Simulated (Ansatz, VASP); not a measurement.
# SnSe in VASP and in Ansatz

INCAR

```
PREC     = Accurate       # precision mode
ENCUT    = 520            # plane-wave cutoff, eV
EDIFF    = 1E-6           # SCF threshold, eV
ISMEAR   = 0              # smearing method
SIGMA    = 0.03           # smearing width, eV
LREAL    = False          # projectors in reciprocal space
LASPH    = True           # aspherical terms in the spheres
NELM     = 60             # most SCF steps
ALGO     = Normal         # electronic algorithm
ISIF     = 2              # what is computed and relaxed
LWAVE    = False          # write WAVECAR
LCHARG   = False          # write CHGCAR
GGA      = PE             # functional
IVDW     = 12             # dispersion correction
NBANDS   = 28             # bands
```

KPOINTS

```
Automatic mesh
0
Gamma
  8 8 6
```

File POSCAR:

```
SnSe
1.0
    4.3627000000      0.0000000000      0.0000000000
    0.0000000000      4.3627000000      0.0000000000
    0.0000000000      0.0000000000      5.1113000000
Sn Se
2 2
Direct
    0.5000000000      0.0000000000      0.2500887432
    0.0000000000      0.5000000000      0.7499112568
    0.5000000000      0.0000000000      0.7499352227
    0.0000000000      0.5000000000      0.2500647773
```

Input for Ansatz:

```yaml
crystal:
  lattice:
    - [4.3627, 0.0, 0.0]
    - [0.0, 4.3627, 0.0]
    - [0.0, 0.0, 5.1113]
  atoms:
    - { symbol: Sn, position: [0.5, 0.0, 0.2500887432] }
    - { symbol: Sn, position: [0.0, 0.5, 0.7499112568] }
    - { symbol: Se, position: [0.5, 0.0, 0.7499352227] }
    - { symbol: Se, position: [0.0, 0.5, 0.2500647773] }
basis:
  ecutwfc: 420
kpoints:
  mp_grid: { grid: [8, 8, 6] }
hamiltonian:
  xc: pbe
  dispersion: d3bj
scf:
  occupations: { method: gaussian, width: 0.03 }
output:
  forces: true
  stress: true
  eigenvalues: true
```

Alike in both runs: task single point; functional PBE; dispersion D3(BJ); k mesh 8 × 8 × 6; occupations gaussian, width 0.03 eV; no spin polarisation.

|  | VASP | Ansatz |
| --- | --- | --- |
| version | VASP 6.6.1 | Ansatz 0.2.0 |
| potentials or method | VASP PAW PBE potentials, release 64 (Sn_d, Se), cutoff 520 eV | scalar-relativistic, plane waves, PAW |
| valence electrons in the cell | 40 | 60 |

VASP gave:

```
gap on the k mesh at the Fermi level (eV)                     : none
pressure (GPa)                                                : 11.2
traceless stress, the component that is largest in VASP (GPa) : 23.98
rms of the force components (eV/Å)                            : 0.006
```

What did Ansatz give for the same quantities?

gap on the k mesh at the Fermi level (eV): none; pressure (GPa): 11.2; traceless stress, the component that is largest in VASP (GPa): 23.96; rms of the force components (eV/Å): 0.006.

Atom by atom the forces differ by 0.000 eV/Å (rms over components). A gap of «none» marks a metal or a gap that the smearing closes. VASP's potentials hold 40 valence electrons a cell and Ansatz's 60, so a difference there can come from the potentials and not from the codes.
